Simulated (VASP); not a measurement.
Runs of VASP 6.6.1 on CdTe. The structure is that of space group F-43m (No. 216), or close to it. The cells are those of the table. 

```csv
cell,gap on the mesh (eV),pressure (GPa)
"a = 4.649 Å, angles 60.0°, 2 atoms",0.54,-1.3
"a = 4.588 Å, angles 60.0°, 2 atoms",0.65,(c)
"a = 4.260 Å, angles 60.0°, 2 atoms",1.34,16.2
"a = 4.526 Å, angles 60.0°, 2 atoms",0.77,2.1
"a = 4.329 Å, angles 60.0°, 2 atoms",(b),11.3
"a = 4.463 Å, angles 60.0°, 2 atoms",(a),4.4
```

Alike in all rows: task single point; level PBEsol; potentials or basis VASP PAW PBE potentials, release 64 (Cd, Te); no spin polarisation; k mesh 10 × 10 × 10; cutoff (eV) 520; smearing gaussian 0.05 eV.

Q: Estimate the missing entries.

A: (a) 0.90; (b) 1.18; (c) 0.2.

Caveats: the PAW data sets were made with another functional, which shifts forces and pressure a little; spin-orbit coupling is left out, which moves the levels of the heavy elements.

A k mesh can miss the band edges, and the runs leave out spin-orbit coupling on Cd, Te.
